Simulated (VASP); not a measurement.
# Rh (Fm-3m) in VASP: further runs

Runs on Rh. Level: r2SCAN. Tasks: relaxation of cell and atoms, single point.

Everything below comes from runs of VASP 6.6.1. Logs are shortened: lines on timing, memory, paths and dates and some standing lists are left out, and cuts for length are marked.

## Step 1: The cell of the first run

The structure is cubic, space group Fm-3m (No. 225). Conventional cell: a = 3.806 Å, b = 3.806 Å, c = 3.806 Å, α = 90.00°, β = 90.00°, γ = 90.00°. Rh (site symmetry m-3m) has 12 Rh at 2.69 Å within 3.5 Å.

## Step 2: Relaxation of cell and atoms, r2SCAN

Input file POSCAR:

```
Rh
1.0
    0.0000000000      1.9029860865      1.9029860865
    1.9029860865      0.0000000000      1.9029860865
    1.9029860865      1.9029860865      0.0000000000
Rh
1
Direct
    0.0000000000      0.0000000000      0.0000000000
```

Input file INCAR.step1:

```
SYSTEM = Rh
ALGO = Normal
EDIFF = 1E-4
ENCUT = 600
GGA = PE
ISMEAR = 0
LASPH = .True.
LCHARG = .False.
LREAL = .False.
LWAVE = .True.
NELM = 80
PREC = Accurate
SIGMA = 0.1
```

Input file INCAR.step2:

```
SYSTEM = Rh
ALGO = Normal
EDIFF = 1E-6
EDIFFG = -0.005
ENCUT = 600
IBRION = 2
ISIF = 3
ISMEAR = 0
ISTART = 1
LASPH = .True.
LCHARG = .False.
LMIXTAU = .True.
LREAL = .False.
LWAVE = .False.
METAGGA = R2SCAN
NELM = 80
NSW = 100
PREC = Accurate
SIGMA = 0.1
```

Input file KPOINTS:

```
k-points
0
Gamma
  18 18 18
  0 0 0
```

Potentials or basis: VASP PAW PBE potentials, release 64 (Rh_pv).

The run is started by

```sh
$ cat potpaw_PBE.64/Rh_pv/POTCAR > POTCAR
$ cp INCAR.step1 INCAR
$ mpirun -np 1 vasp_std > vasp.out
$ cp INCAR.step2 INCAR
$ mpirun -np 1 vasp_std > vasp.out
```

OUTCAR:

```text
SYSTEM = Rh
   EDIFF = 1E-6
   EDIFFG = -0.005
   ENCUT = 600
   IBRION = 2
   ISIF = 3
   ISMEAR = 0
   ISTART = 1
   LASPH = .True.
   LREAL = .False.
   METAGGA = R2SCAN
   NELM = 80
   NSW = 100
   PREC = Accurate

 ion  position               nearest neighbor table
   1  0.000  0.000  0.000-

  LATTYP: Found a face centered cubic cell.
 ALAT       =     3.8059721730

  Lattice vectors:

 A1 = (   0.0000000000,   1.9029860865,   1.9029860865)
 A2 = (   1.9029860865,   0.0000000000,   1.9029860865)
 A3 = (   1.9029860865,   1.9029860865,   0.0000000000)

Analysis of symmetry for initial positions (statically):
=====================================================================
 Subroutine PRICEL returns:
 Original cell was already a primitive cell.

 Routine SETGRP: Setting up the symmetry group for a
 face centered cubic supercell.

 Subroutine GETGRP returns: Found 48 space group operations
 (whereof 48 operations were pure point group operations)
 out of a pool of 48 trial point group operations.

The static configuration has the point symmetry O_h .

Analysis of symmetry for dynamics (positions and initial velocities):
=====================================================================
 Subroutine PRICEL returns:
 Original cell was already a primitive cell.

 Routine SETGRP: Setting up the symmetry group for a
 face centered cubic supercell.

 Subroutine GETGRP returns: Found 48 space group operations
 (whereof 48 operations were pure point group operations)
 out of a pool of 48 trial point group operations.

The dynamic configuration has the point symmetry O_h .

 Subroutine INISYM returns: Found 48 space group operations
 (whereof 48 operations are pure point group operations),
 and found     1 'primitive' translations

----------------------------------------------------------------------------------------

                                     Primitive cell

  volume of cell :      13.7828

  direct lattice vectors                    reciprocal lattice vectors
     0.000000000  1.902986086  1.902986086    -0.262744958  0.262744958  0.262744958
     1.902986086  0.000000000  1.902986086     0.262744958 -0.262744958  0.262744958
     1.902986086  1.902986086  0.000000000     0.262744958  0.262744958 -0.262744958

  length of vectors
[... 93 lines left out ...]
   EMIN   =  10.00;   EMAX   =-10.00  energy-range for DOS
   EFERMI =   0.00;   METHOD = LEGACY
   ISMEAR =     0;   SIGMA  =   0.10  broadening in eV -4-tet -1-fermi 0-gaus
   EFERMI_NEDOS =   21; number of points for ismear=-14 and -15
   IALGO  =     38    algorithm
   IMIX   =      4    mixing-type and parameters
     AMIX     =   0.40;   BMIX     =  1.00
     AMIX_MAG =   1.60;   BMIX_MAG =  1.00
  volume/ion in A,a.u.               =      13.78        93.01
  Fermi-wavevector in a.u.,A,eV,Ry     =   1.683939  3.182183 38.581359  2.835650
  Thomas-Fermi vector in A             =   2.767050
   LORBIT       =      0    0 simple, 1 ext, 2 COOP (PROOUT), +10 PAW based schemes
   METAGGA = R2SCAN    functional components
   LHFCALC =     F    Hartree Fock is set to
   AEXX    =    0.0000 exact exchange contribution
   IVDW    =     0    specifies the selected vdW correction
   LEPSILON=     F    determine dielectric tensor
   LRPA    =     F    only Hartree local field effects (RPA)
 conjugate gradient relaxation of ions
 non-spin polarized calculation
 Gauss-broadening in eV      SIGMA  =   0.10
  energy-cutoff  :      600.00
  volume of cell :       13.78
 maximum number of plane-waves:       474
 NGX is ok and might be reduce to    24
   NGX = 11   NGY = 11   NGZ = 11

--------------------------------------- Ionic step        1  -------------------------------------------

 number of electron      15.0000002 magnetization

 Free energy of the ion-electron system (eV)
  ---------------------------------------------------
  ext. energy  EPLUGINS =         0.00000000
  ---------------------------------------------------
  free energy    TOTEN  =       -24.13919948 eV

  energy without entropy =      -24.13236385  energy(sigma->0) =      -24.13578167

------------------------ aborting loop because EDIFF is reached ----------------------------------------

  FORCE on cell =-STRESS in cart. coord.  units (eV):
  Direction    XX          YY          ZZ          XY          YZ          ZX
  --------------------------------------------------------------------------------------
  -------------------------------------------------------------------------------------
  Total       -0.0228599     -0.0228599     -0.0228599     -0.0000000     -0.0000000     -0.0000000
  in kB       -2.6573424     -2.6573424     -2.6573424     -0.0000000     -0.0000000     -0.0000000
  external PRESSURE =      -2.6573424 kB  Pullay stress =       0.0000000 kB
[... 57 lines left out ...]
--------------------------------------- Ionic step        3  -------------------------------------------

 number of electron      15.0000002 magnetization

 Free energy of the ion-electron system (eV)
  ---------------------------------------------------
  ext. energy  EPLUGINS =         0.00000000
  ---------------------------------------------------
  free energy    TOTEN  =       -24.13920753 eV

  energy without entropy =      -24.13238435  energy(sigma->0) =      -24.13579594

 E-fermi :  11.7100     XC(G=0): -15.1960

 val. band max:       11.7094808310   @ k =   0.5000   0.2222   0.1111
 cond. band min:      11.7233695031   @ k =   0.5000   0.3889   0.0000
 fundamental gap:      0.0138886720
 Fermi energy:        11.7099806846

 k-point     1 :       0.0000    0.0000    0.0000
  band No.  band energies     occupation
      1     -36.0853      2.00000
      2     -36.0853      2.00000
      3     -36.0853      2.00000
      4       3.5350      2.00000
      5       8.5376      2.00000
      6       8.5376      2.00000
      7       8.5376      2.00000
      8      10.6319      2.00000
      9      10.6319      2.00000
     10      28.4212      0.00000
     11      29.0836      0.00000
[... 309 lines left out ...]
 k-point    24 :      -0.2222    0.0556    0.0000
  band No.  band energies     occupation
      1     -36.4635      2.00000
      2     -36.1623      2.00000
      3     -36.1283      2.00000
      4       5.4242      2.00000
      5       8.2016      2.00000
      6       8.9289      2.00000
      7       8.9812      2.00000
      8      10.4564      2.00000
      9      11.1646      2.00000
     10      27.9248      0.00000
     11      29.0844      0.00000

 [... further k-points ...]
[... 5 lines left out ...]
  --------------------------------------------------------------------------------------
  -------------------------------------------------------------------------------------
  Total       -0.0023149     -0.0023149     -0.0023149      0.0000000      0.0000000      0.0000000
  in kB       -0.2693522     -0.2693522     -0.2693522      0.0000000      0.0000000      0.0000000
  external PRESSURE =      -0.2693522 kB  Pullay stress =       0.0000000 kB
[... 16 lines left out ...]
  FREE ENERGIE OF THE ION-ELECTRON SYSTEM (eV)
  ---------------------------------------------------
  free  energy   TOTEN  =       -24.1392075279 eV

  energy  without entropy=      -24.1323843523  energy(sigma->0) =      -24.13579594

 reached required accuracy - stopping structural energy minimisation
```

OSZICAR.step1:

```text
N       E                     dE             d eps       ncg     rms          rms(c)
DAV:   1     0.125053568598E+03    0.12505E+03   -0.10209E+04  4290   0.163E+03
DAV:   2    -0.611686390227E+01   -0.13117E+03   -0.12542E+03  4404   0.411E+02
DAV:   3    -0.774933099326E+01   -0.16325E+01   -0.16237E+01  4995   0.515E+01
DAV:   4    -0.775938096302E+01   -0.10050E-01   -0.10049E-01  4674   0.418E+00
DAV:   5    -0.775954166380E+01   -0.16070E-03   -0.16070E-03  4929   0.491E-01    0.101E+01
DAV:   6    -0.727774069058E+01    0.48180E+00   -0.11159E+00  4488   0.159E+01    0.349E+00
DAV:   7    -0.726110633797E+01    0.16634E-01   -0.22856E-02  4842   0.197E+00    0.166E+00
DAV:   8    -0.725770391615E+01    0.34024E-02   -0.35658E-03  4464   0.962E-01    0.213E-01
DAV:   9    -0.725755656372E+01    0.14735E-03   -0.96522E-05  2990   0.168E-01    0.118E-02
DAV:  10    -0.725755884103E+01   -0.22773E-05   -0.64151E-06  2313   0.369E-02
   1 F= -.72575588E+01 E0= -.72540948E+01  d E =-.692810E-02
```

It took 2.4 min on 1 thread of Intel Xeon Platinum 8375C at 2.90GHz (Ice Lake), shared host; peak memory 0.17 GiB.

Results:

```yaml
Free_energy: -24.1392 eV
Relaxed_volume: 13.77 Å³/atom
Relaxed_cell: a = 2.690 Å, b = 2.690 Å, c = 2.690 Å, α = 60.00°, β = 60.00°, γ = 60.00°
Space_group_after_relaxing_to_0.05_Å: Fm-3m (No. 225)
Energy_gained_by_relaxing: 0.0 meV/atom
Ionic_steps: 3
Pressure_after_relaxing: 0.0 GPa
```

Final structure:
```cif
data_structure
_symmetry_space_group_name_H-M 'P 1'
_symmetry_Int_Tables_number 1
_cell_length_a 2.6904
_cell_length_b 2.6904
_cell_length_c 2.6904
_cell_angle_alpha 60.000
_cell_angle_beta 60.000
_cell_angle_gamma 60.000
_cell_volume 13.77
loop_
_atom_site_label
_atom_site_type_symbol
_atom_site_fract_x
_atom_site_fract_y
_atom_site_fract_z
_atom_site_occupancy
Rh1 Rh 0.00000 0.00000 0.00000 1
```

Caveat: the PAW data sets were made with another functional, which shifts forces and pressure a little.

## Step 3: Single point, r2SCAN

This run uses another cell than the first one, of 13.72 Å³/atom, 0.995 times its volume.

Input file POSCAR:

```
Rh
1.0
    0.0000000000      1.8999717035      1.8999717035
    1.8999717035      0.0000000000      1.8999717035
    1.8999717035      1.8999717035      0.0000000000
Rh
1
Direct
    0.0000000000      0.0000000000      0.0000000000
```

Input file INCAR.step1:

```
ALGO = Normal
EDIFF = 1E-5
ENCUT = 580
GGA = PE
GGA_COMPAT = F
ISMEAR = 0
LASPH = T
LCHARG = F
LREAL = F
LWAVE = T
NBANDS = 14
NELM = 120
PREC = Accurate
SIGMA = 0.1
```

Input file INCAR.step2:

```
ALGO = Normal
EDIFF = 1E-6
ENCUT = 580
GGA_COMPAT = F
ISIF = 2
ISMEAR = 0
ISTART = 1
LASPH = T
LCHARG = T
LELF = T
LMIXTAU = T
LREAL = F
LVHAR = T
LWAVE = F
METAGGA = R2SCAN
NBANDS = 14
NELM = 120
PREC = Accurate
SIGMA = 0.1
```

Input file KPOINTS:

```
k-points
0
Gamma
  18 18 18
```

Potentials or basis: VASP PAW PBE potentials, release 64 (Rh_sv_GW).

The run is started by

```sh
$ cat potpaw_PBE.64/Rh_sv_GW/POTCAR > POTCAR
$ cp INCAR.step1 INCAR
$ mpirun -np 1 vasp_std > vasp.out
$ cp INCAR.step2 INCAR
$ mpirun -np 1 vasp_std > vasp.out
```

It took 4.5 min on 1 thread of AMD EPYC 7R43 (Zen 3), shared host; peak memory 0.16 GiB.

It converged, with:

```yaml
Free_energy: -23.2842 eV
Pressure: -1.6 GPa
```

Levels at points of the mesh, in eV from the Fermi level:
| k point | band 6 | band 7 | band 8 | band 9 | band 10 | band 11 |
| --- | --- | --- | --- | --- | --- | --- |
| (0.00, 0.00, 0.00) | -3.18 | -3.18 | -3.18 | -1.08 | -1.08 | 16.46 |
| (0.50, 0.00, 0.00) | -3.30 | -3.30 | 0.58 | 0.58 | 0.90 | 9.12 |
| (0.50, 0.50, 0.00) | -6.19 | 0.50 | 1.04 | 1.04 | 3.48 | 12.91 |

Caveat: the PAW data sets were made with another functional, which shifts forces and pressure a little.
